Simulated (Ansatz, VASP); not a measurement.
## Mo in VASP and in Ansatz

The input INCAR:

```
ALGO = Normal
EDIFF = 1E-7
ENCUT = 520
GGA = PE
ISIF = 2
ISMEAR = 0
LASPH = True
LCHARG = False
LREAL = False
LWAVE = False
NBANDS = 13
NELM = 100
PREC = Accurate
SIGMA = 0.05
```

The input KPOINTS:

```
k-points
0
Gamma
  16 16 16
```

Contents of POSCAR:

```
Mo
1.0
   -1.6042741090      1.6042741090      1.6042741090
    1.6042741090     -1.6042741090      1.6042741090
    1.6042741090      1.6042741090     -1.6042741090
Mo
1
Direct
    0.0000000000      0.0000000000      0.0000000000
```

Input for Ansatz:

```yaml
crystal:
  lattice:
    - [-1.604274109, 1.604274109, 1.604274109]
    - [1.604274109, -1.604274109, 1.604274109]
    - [1.604274109, 1.604274109, -1.604274109]
  atoms:
    - { symbol: Mo, position: [0.0, 0.0, 0.0] }
basis:
  ecutwfc: 420
  fft_grid_basis: typed
kpoints:
  mp_grid: { grid: [16, 16, 16] }
hamiltonian:
  xc: pbe
scf:
  occupations: { method: gaussian, width: 0.05 }
output:
  forces: true
  stress: true
  eigenvalues: true
  bader: true
  write_density: true
  volumetric_format: npy
  elf: true
```

Alike in both runs: task single point; functional PBE; k mesh 16 × 16 × 16; occupations gaussian, width 0.05 eV; no spin polarisation.

|  | VASP | Ansatz |
| --- | --- | --- |
| version | VASP 6.6.1 | Ansatz 0.2.0 |
| potentials or method | VASP PAW PBE potentials, release 64 (Mo_sv), cutoff 520 eV | scalar-relativistic, plane waves, PAW |
| valence electrons in the cell | 14 | 14 |

|  | VASP | Ansatz | Ansatz less VASP |
| --- | --- | --- | --- |
| gap on the k mesh at the Fermi level (eV) | none | none | - |
| pressure (GPa) | -10.4 | -10.8 | -0.42 |

A gap of «none» marks a metal or a gap that the smearing closes.
